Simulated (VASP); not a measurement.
CdS, 16 atoms in the cell. The typed cell holds 16 atoms: a = 8.020 Å, b = 8.020 Å, c = 8.380 Å, α = 105.14°, β = 105.14°, γ = 117.01°.  This cell differs from its parent crystal: dynamics (npt langevin) at 1200 K, volume x 1.04, from the last frame before.

| Item | Value |
| --- | --- |
| Program | VASP 6.6.1 |
| Task | single point |
| Functional | PBE |
| Potentials or basis | VASP PAW PBE potentials, release 64 (Cd, S) |
| Cutoff | 520 eV |
| k mesh | 2 × 2 × 2, shifted |
| Occupations | fermi-dirac, width 0.1034 eV |
| Spin | no spin polarisation |
| Dipole correction | no |
| Further INCAR settings | LREAL = Auto; ALGO = Normal; EDIFF = 1e-07; NBANDS = 86 |

Potentials or basis: VASP PAW PBE potentials, release 64 (Cd, S).

Run with:

```console
$ cat potpaw_PBE.64/Cd/POTCAR potpaw_PBE.64/S/POTCAR > POTCAR
$ mpirun -np 1 vasp_std > vasp.out
```

Hardware: 1 thread of Intel(R) Xeon(R) 6975P-C (Granite Rapids), with other jobs on the host.

Question: Estimate the wall time of this run.

Answer: It took 3.1 min on 1 thread of Intel(R) Xeon(R) 6975P-C (Granite Rapids), on a shared host, peak memory 0.52 GiB. Counts: scf iterations 18, k points 4.
